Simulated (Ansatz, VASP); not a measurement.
One calculation of GaSb, two programs

```
CELL_PARAMETERS angstrom
0.00000 3.06603 3.06603
3.06603 0.00000 3.06603
3.06603 3.06603 0.00000
ATOMIC_POSITIONS crystal
Ga 0.00000 0.00000 0.00000
Sb 0.25000 0.25000 0.25000
```

Alike in both runs: task relaxation of cell and atoms; functional PBE; k mesh 5 × 5 × 5; no spin polarisation.

|  | VASP | Ansatz |
| --- | --- | --- |
| version | VASP 6.6.1 | Ansatz 0.2.0 |
| potentials or method | VASP PAW PBE potentials, release 64 (Ga_d, Sb), cutoff 600 eV | PAW plane waves |
| occupations | fermi-dirac, width 0.1 eV | fermi-dirac |
| valence electrons in the cell | 18 | 28 |

```tsv
	VASP	Ansatz	Ansatz less VASP
gap on the k mesh at the Fermi level, each at its own relaxed structure (eV)	none	none	-
relaxed volume (Å³/atom)	30.20	30.19	-0.011
relaxed cell length with the largest relative difference (Å)	4.404	4.404	-0.0005
```

A gap of «none» marks a metal or a gap that the smearing closes. VASP's potentials hold 18 valence electrons a cell and Ansatz's 28, so a difference there can come from the potentials and not from the codes.

Neither program's run includes spin-orbit coupling.
